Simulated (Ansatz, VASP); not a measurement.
**One calculation of K2S, two programs**

```
K S
1.0
     0.00000    3.65447    3.65447
     3.65447    0.00000    3.65447
     3.65447    3.65447    0.00000
K S
2 1
Direct
  0.25000 0.25000 0.25000
  0.75000 0.75000 0.75000
  0.00000 0.00000 0.00000
```

Alike in both runs: task single point; functional PBE; k mesh 6 × 6 × 6; no spin polarisation.

|  | VASP | Ansatz |
| --- | --- | --- |
| version | VASP 6.6.1 | Ansatz 0.2.0 |
| potentials or method | VASP PAW PBE potentials, release 64 (K_sv, S) | plane waves, PAW |
| plane-wave cutoff (eV) | 500 | 420 |
| occupations | gaussian, width 0.01 eV | fixed |
| valence electrons in the cell | 24 | 24 |

|  | VASP | Ansatz | Ansatz less VASP |
| --- | --- | --- | --- |
| gap on the k mesh at the Fermi level (eV) | 2.48 | 2.48 | +0.002 |
| pressure (GPa) | 1.3 | 1.3 | -0.04 |
